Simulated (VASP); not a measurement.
# Ti12BrO23 (a cell with a defect) (Rutile) in VASP: electric field gradients with PBE

Aim: the electric field gradients of Ti12BrO23 (a cell with a defect) (Rutile) with PBE.

All numbers are computed with VASP 6.6.1; they aren't measurements. Logs are shortened: lines on timing, memory, paths and dates and some standing lists are left out, and cuts for length are marked.

## (1) The cell of the first run

The cell holds a defect, 36 atoms: a = 6.494 Å, b = 6.494 Å, c = 8.872 Å, α = 90.00°, β = 90.00°, γ = 90.00°.

## (2) Electric field gradients, PBE

Contents of INCAR:

```
PREC = Accurate
ENCUT = 520
EDIFF = 1E-8
ISMEAR = -1
SIGMA = 0.01
LREAL = Auto
LASPH = True
NELM = 100
ALGO = Normal
ISIF = 2
LWAVE = False
LCHARG = False
GGA = PE
LEFG = True
NELECT = 288.0
NBANDS = 168
```

Contents of KPOINTS:

```
regular mesh
0
Gamma
  3 3 2
```

Contents of POSCAR:

```
Ti12BrO23
1.0
    4.5922000000      4.5922000000      0.0000000000
   -4.5922000000      4.5922000000      0.0000000000
    0.0000000000      0.0000000000      8.8722000000
Ti Br O
12 1 23
Direct
    0.0000000000      0.0000000000      0.0000000000
    0.0000000000      0.0000000000      0.3333333333
    0.0000000000      0.0000000000      0.6666666667
    0.5000000000      0.5000000000      0.0000000000
    0.5000000000      0.5000000000      0.3333333333
    0.5000000000      0.5000000000      0.6666666667
    0.5000000000      0.0000000000      0.1666666667
    0.5000000000      0.0000000000      0.5000000000
    0.5000000000      0.0000000000      0.8333333333
    0.0000000000      0.5000000000      0.1666666667
    0.0000000000      0.5000000000      0.5000000000
    0.0000000000      0.5000000000      0.8333333333
    0.3049600000      0.0000000000      0.0000000000
    0.3049600000      0.0000000000      0.3333333333
    0.3049600000      0.0000000000      0.6666666667
    0.8049600000      0.5000000000      0.0000000000
    0.8049600000      0.5000000000      0.3333333333
    0.8049600000      0.5000000000      0.6666666667
    0.5000000000      0.3049600000      0.1666666667
    0.5000000000      0.3049600000      0.5000000000
    0.5000000000      0.3049600000      0.8333333333
    0.0000000000      0.8049600000      0.1666666667
    0.0000000000      0.8049600000      0.5000000000
    0.0000000000      0.8049600000      0.8333333333
    0.6950400000      0.0000000000      0.0000000000
    0.6950400000      0.0000000000      0.3333333333
    0.6950400000      0.0000000000      0.6666666667
    0.1950400000      0.5000000000      0.0000000000
    0.1950400000      0.5000000000      0.3333333333
    0.1950400000      0.5000000000      0.6666666667
    0.5000000000      0.6950400000      0.1666666667
    0.5000000000      0.6950400000      0.5000000000
    0.5000000000      0.6950400000      0.8333333333
    0.0000000000      0.1950400000      0.1666666667
    0.0000000000      0.1950400000      0.5000000000
    0.0000000000      0.1950400000      0.8333333333
```

Potentials or basis: VASP PAW PBE potentials, release 64 (Ti_sv, Br, O).

Command:

```bash
$ cat potpaw_PBE.64/Ti_sv/POTCAR potpaw_PBE.64/Br/POTCAR potpaw_PBE.64/O/POTCAR > POTCAR
$ mpirun -np 1 vasp_std > vasp.out
```

OUTCAR:

```text
PREC = Accurate
   ENCUT = 520
   EDIFF = 1E-8
   ISMEAR = -1
   LREAL = Auto
   LASPH = True
   NELM = 100
   ISIF = 2
   GGA = PE
   NELECT = 288.0

 ion  position               nearest neighbor table
   1  0.000  0.000  0.000-  22 1.95  24 1.95  34 1.95  36 1.95  13 1.98  25 1.98
   2  0.000  0.000  0.333-  22 1.95  34 1.95  23 1.95  35 1.95  14 1.98  26 1.98
   3  0.000  0.000  0.667-  24 1.95  36 1.95  35 1.95  23 1.95  15 1.98  27 1.98
   4  0.500  0.500  0.000-  19 1.95  21 1.95  31 1.95  33 1.95  16 1.98  28 1.98
   5  0.500  0.500  0.333-  19 1.95  31 1.95  20 1.95  32 1.95  17 1.98  29 1.98
   6  0.500  0.500  0.667-  21 1.95  33 1.95  32 1.95  20 1.95  18 1.98  30 1.98
   7  0.500  0.000  0.167-  14 1.95  26 1.95  25 1.95  13 1.95  19 1.98  31 1.98
   8  0.500  0.000  0.500-  14 1.95  15 1.95  26 1.95  27 1.95  20 1.98  32 1.98
   9  0.500  0.000  0.833-  15 1.95  27 1.95  25 1.95  13 1.95  21 1.98  33 1.98
  10  0.000  0.500  0.167-  17 1.95  29 1.95  28 1.95  16 1.95  22 1.98  34 1.98
  11  0.000  0.500  0.500-  17 1.95  18 1.95  29 1.95  30 1.95  23 1.98  35 1.98
  12  0.000  0.500  0.833-  18 1.95  30 1.95  28 1.95  16 1.95  24 1.98  36 1.98
  13  0.305  0.000  0.000-   7 1.95   9 1.95   1 1.98
  14  0.305  0.000  0.333-   7 1.95   8 1.95   2 1.98
  15  0.305  0.000  0.667-   9 1.95   8 1.95   3 1.98
  16  0.805  0.500  0.000-  10 1.95  12 1.95   4 1.98
  17  0.805  0.500  0.333-  10 1.95  11 1.95   5 1.98
[... 17 lines left out ...]
  35  0.000  0.195  0.500-   2 1.95   3 1.95  11 1.98
  36  0.000  0.195  0.833-   3 1.95   1 1.95  12 1.98

  LATTYP: Found a simple tetragonal cell.
 ALAT       =     6.4943515211
 C/A-ratio  =     1.3661410183

  Lattice vectors:

 A1 = (   4.5922000000,   4.5922000000,   0.0000000000)
 A2 = (  -4.5922000000,   4.5922000000,   0.0000000000)
 A3 = (   0.0000000000,   0.0000000000,   8.8722000000)

Analysis of symmetry for initial positions (statically):
=====================================================================
 Subroutine PRICEL returns:
 Original cell was already a primitive cell.

 Routine SETGRP: Setting up the symmetry group for a
 simple tetragonal supercell.

 Subroutine GETGRP returns: Found  4 space group operations
 (whereof  4 operations were pure point group operations)
 out of a pool of 16 trial point group operations.

The static configuration has the point symmetry C_2v.

Analysis of symmetry for dynamics (positions and initial velocities):
=====================================================================
 Subroutine PRICEL returns:
 Original cell was already a primitive cell.

 Routine SETGRP: Setting up the symmetry group for a
 simple tetragonal supercell.

 Subroutine GETGRP returns: Found  4 space group operations
 (whereof  4 operations were pure point group operations)
 out of a pool of 16 trial point group operations.

The dynamic configuration has the point symmetry C_2v.

 Subroutine INISYM returns: Found  4 space group operations
 (whereof  4 operations are pure point group operations),
 and found     1 'primitive' translations

----------------------------------------------------------------------------------------

                                     Primitive cell

  volume of cell :     374.1992

  direct lattice vectors                    reciprocal lattice vectors
     4.592200000  4.592200000  0.000000000     0.108880275  0.108880275  0.000000000
    -4.592200000  4.592200000  0.000000000    -0.108880275  0.108880275  0.000000000
     0.000000000  0.000000000  8.872200000     0.000000000  0.000000000  0.112711616

  length of vectors
     6.494351521  6.494351521  8.872200000     0.153979962  0.153979962  0.112711616

  position of ions in fractional coordinates (direct lattice)
     0.000000000  0.000000000  0.000000000
     0.000000000  0.000000000  0.333333333
     0.000000000  0.000000000  0.666666667
     0.500000000  0.500000000  0.000000000
     0.500000000  0.500000000  0.333333333
     0.500000000  0.500000000  0.666666667
[... 28 lines left out ...]
     0.000000000  0.195040000  0.500000000
     0.000000000  0.195040000  0.833333333

  ion indices of the primitive-cell ions
[... 99 lines left out ...]
   ISYM   =      2    0-nonsym 1-usesym 2-fastsym
   POTIM  = 0.5000    time-step for ionic-motion
   TEBEG  =    0.0;   TEEND  =   0.0 temperature during run
   PSTRESS=    0.0 pullay stress
   NELECT =     288.0000    total number of electrons
   NUPDOWN=      -1.0000    fix difference up-down
   EMIN   =  10.00;   EMAX   =-10.00  energy-range for DOS
   EFERMI =   0.00;   METHOD = LEGACY
   ISMEAR =    -1;   SIGMA  =   0.01  broadening in eV -4-tet -1-fermi 0-gaus
   EFERMI_NEDOS =   21; number of points for ismear=-14 and -15
   IALGO  =     38    algorithm
   IMIX   =      4    mixing-type and parameters
     AMIX     =   0.40;   BMIX     =  1.00
     AMIX_MAG =   1.60;   BMIX_MAG =  1.00
  volume/ion in A,a.u.               =      10.39        70.15
  Fermi-wavevector in a.u.,A,eV,Ry     =   1.500277  2.835112 30.624403  2.250830
  Thomas-Fermi vector in A             =   2.611798
   LORBIT       =      0    0 simple, 1 ext, 2 COOP (PROOUT), +10 PAW based schemes
   GGA     = PE    functional components
   LHFCALC =     F    Hartree Fock is set to
   AEXX    =    0.0000 exact exchange contribution
   IVDW    =     0    specifies the selected vdW correction
   LEPSILON=     F    determine dielectric tensor
   LRPA    =     F    only Hartree local field effects (RPA)
 non-spin polarized calculation
  energy-cutoff  :      520.00
  volume of cell :      374.20
 maximum number of plane-waves:     10086
   NGX = 25   NGY = 25   NGZ = 33

 number of electron     287.9999982 magnetization

 Free energy of the ion-electron system (eV)
  ---------------------------------------------------
  ext. energy  EPLUGINS =         0.00000000
  ---------------------------------------------------
  free energy    TOTEN  =      -311.83078778 eV

  energy without entropy =     -311.83078778  energy(sigma->0) =     -311.83078778

 E-fermi :   5.6171     XC(G=0): -11.4958

 val. band max:        5.2667355173   @ k =   0.0000   0.0000   0.0000
 cond. band min:       6.3577961406   @ k =   0.0000   0.0000   0.0000
 fundamental gap:      1.0910606233
 Fermi energy:         5.6170833257

 k-point     1 :       0.0000    0.0000    0.0000
  band No.  band energies     occupation
      1     -51.7708      2.00000
      2     -51.7421      2.00000
      3     -51.7340      2.00000
      4     -51.6591      2.00000
      5     -51.5938      2.00000
      6     -51.5892      2.00000
[... 1261 lines left out ...]
    155       7.9142      0.00000
    156       8.0249      0.00000
 [bands above 156 left out]

------------------------ aborting loop because EDIFF is reached ----------------------------------------

  FORCE on cell =-STRESS in cart. coord.  units (eV):
  Direction    XX          YY          ZZ          XY          YZ          ZX
  --------------------------------------------------------------------------------------
  -------------------------------------------------------------------------------------
  Total       32.4571456     32.4571456     36.9154237     26.6441747      0.0000000      0.0000000
  in kB      138.9690214    138.9690214    158.0576542    114.0801143      0.0000000      0.0000000
  external PRESSURE =     145.3318990 kB  Pullay stress =       0.0000000 kB

 VOLUME and BASIS-vectors are now :
 -----------------------------------------------------------------------------
  energy-cutoff  :      520.00
  volume of cell :      374.20
      direct lattice vectors                 reciprocal lattice vectors
     4.592200000  4.592200000  0.000000000     0.108880275  0.108880275  0.000000000
    -4.592200000  4.592200000  0.000000000    -0.108880275  0.108880275  0.000000000
     0.000000000  0.000000000  8.872200000     0.000000000  0.000000000  0.112711616

 POSITION                                       TOTAL-FORCE (eV/Angst)
 -----------------------------------------------------------------------------------
      0.00000      0.00000      0.00000        -9.966755     -9.966755      0.000000
      0.00000      0.00000      2.95740        -0.180783     -0.180783      0.866940
      0.00000      0.00000      5.91480        -0.180783     -0.180783     -0.866940
      0.00000      4.59220      0.00000         0.345217      0.345217      0.000000
      0.00000      4.59220      2.95740        -0.007214     -0.007214      0.621883
      0.00000      4.59220      5.91480        -0.007214     -0.007214     -0.621883
[... 28 lines left out ...]
     -0.89566      0.89566      4.43610         0.023458     -0.007256      0.000000
     -0.89566      0.89566      7.39350         0.136428      0.056758      0.379894
 -----------------------------------------------------------------------------------
    total drift:                               -0.004908     -0.004908     -0.000003

  FREE ENERGIE OF THE ION-ELECTRON SYSTEM (eV)
  ---------------------------------------------------
  free  energy   TOTEN  =      -311.8307877791 eV

  energy  without entropy=     -311.8307877791  energy(sigma->0) =     -311.83078778

 Electric field gradients (V/A^2)
---------------------------------------------------------------------
 ion       V_xx      V_yy      V_zz      V_xy      V_xz      V_yz
---------------------------------------------------------------------
   1       4.892     4.892    -9.784   -14.044     0.000     0.000
   2      10.903    10.903   -21.806     3.597    -0.230    -0.230
   3      10.903    10.903   -21.806     3.597     0.230     0.230
   4      10.865    10.865   -21.729     1.876    -0.000     0.000
   5       9.965     9.965   -19.929     1.136    -0.374    -0.374
   6       9.965     9.965   -19.929     1.136     0.374     0.374
[... 28 lines left out ...]
  35       0.475     0.617    -1.092   -20.318     0.000    -0.000
  36       7.498    -2.737    -4.761   -14.680     6.953     4.948
---------------------------------------------------------------------

 Electric field gradients after diagonalization (V/A^2)
 (convention: |V_zz| > |V_xx| > |V_yy|)
----------------------------------------------------------------------
 ion       V_xx      V_yy      V_zz     asymmetry (V_yy - V_xx)/ V_zz
----------------------------------------------------------------------
   1      -9.784    -9.153    18.936       0.033
   2      14.504     7.306   -21.809       0.330
   3      14.504     7.306   -21.809       0.330
   4      12.740     8.989   -21.729       0.173
   5      11.110     8.829   -19.938       0.114
   6      11.110     8.829   -19.938       0.114
[... 28 lines left out ...]
  35     -19.772    -1.092    20.864       0.895
  36     -18.114    -0.188    18.301       0.979
----------------------------------------------------------------------

           NMR quadrupolar parameters

 Cq : quadrupolar parameter    Cq=e*Q*V_zz/h
 eta: asymmetry parameters     (V_yy - V_xx)/ V_zz
 Q  : nuclear electric quadrupole moment in mb (millibarn)
----------------------------------------------------------------------
 ion       Cq(MHz)       eta       Q (mb)
----------------------------------------------------------------------
   1       0.046       0.033       1.000
   2      -0.053       0.330       1.000
   3      -0.053       0.330       1.000
   4      -0.053       0.173       1.000
   5      -0.048       0.114       1.000
   6      -0.048       0.114       1.000
[... 28 lines left out ...]
  35       0.050       0.895       1.000
  36       0.044       0.979       1.000
----------------------------------------------------------------------
```

Wall time 12 min (1 thread of Intel Xeon 6975P-C (Granite Rapids), shared host); peak memory 0.58 GiB.

What came out:

| Quantity | Value |
| --- | --- |
| Free energy | -311.8308 eV |
| Largest force | 15.997 eV/Å |

Forces on the atoms (eV/Å):
```
Ti   -9.967  -9.967   0.000
Ti   -0.181  -0.181   0.867
Ti   -0.181  -0.181  -0.867
Ti    0.345   0.345   0.000
Ti   -0.007  -0.007   0.622
Ti   -0.007  -0.007  -0.622
Ti    7.540   7.540  11.924
Ti    0.118   0.118   0.000
Ti    7.540   7.540 -11.924
Ti   -0.151  -0.151   0.425
Ti    0.028   0.028   0.000
Ti   -0.151  -0.151  -0.425
Br   -4.826  -4.826   0.000
O    -0.160  -0.160  -0.476
O    -0.160  -0.160   0.476
O    -0.143  -0.143   0.000
O    -0.100  -0.100  -0.211
O    -0.100  -0.100   0.211
O     0.208  -0.375  -0.292
O     0.065  -0.074   0.000
O     0.208  -0.375   0.292
O     0.057   0.136  -0.380
O    -0.007   0.023   0.000
O     0.057   0.136   0.380
O    -0.271  -0.271   0.000
O     0.154   0.154  -0.030
O     0.154   0.154   0.030
O     0.255   0.255   0.000
O     0.105   0.105  -0.158
O     0.105   0.105   0.158
O    -0.375   0.208  -0.292
O    -0.074   0.065   0.000
O    -0.375   0.208   0.292
O     0.136   0.057  -0.380
O     0.023  -0.007   0.000
O     0.136   0.057   0.380
```

Electric field gradients, principal values (V/Å²):
```csv
atom,least,middle,greatest (by size)
1 Ti,-9.153,-9.784,18.936
2 Ti,7.306,14.504,-21.809
3 Ti,7.306,14.504,-21.809
4 Ti,8.989,12.740,-21.729
5 Ti,8.829,11.110,-19.938
6 Ti,8.829,11.110,-19.938
7 Ti,10.467,28.872,-39.339
8 Ti,7.499,10.313,-17.812
9 Ti,10.467,28.872,-39.339
10 Ti,6.489,17.921,-24.410
11 Ti,7.268,14.584,-21.852
12 Ti,6.489,17.921,-24.410
13 Br,-37.736,-57.753,95.489
14 O,5.985,20.291,-26.276
15 O,5.985,20.291,-26.276
16 O,-2.110,-19.470,21.580
17 O,-2.357,-17.937,20.294
18 O,-2.357,-17.937,20.294
19 O,-2.398,-22.816,25.214
20 O,-0.431,-21.650,22.081
21 O,-2.398,-22.816,25.214
22 O,-0.188,-18.114,18.301
23 O,-1.092,-19.772,20.864
24 O,-0.188,-18.114,18.301
25 O,-14.745,-27.599,42.344
26 O,-0.925,-20.176,21.101
27 O,-0.925,-20.176,21.101
28 O,-4.158,-14.953,19.111
29 O,-1.694,-19.557,21.251
30 O,-1.694,-19.557,21.251
31 O,-2.398,-22.816,25.214
32 O,-0.431,-21.650,22.081
33 O,-2.398,-22.816,25.214
34 O,-0.188,-18.114,18.301
35 O,-1.092,-19.772,20.864
36 O,-0.188,-18.114,18.301
```

Caveat: the cell carries a net charge on a neutralising background, which shifts energy and pressure; the cell is charged against a uniform background, so pressure and absolute levels hang on convention; without QUAD_EFG the Cq values of the log hold for a quadrupole moment of 1 mb, not for the nuclei.
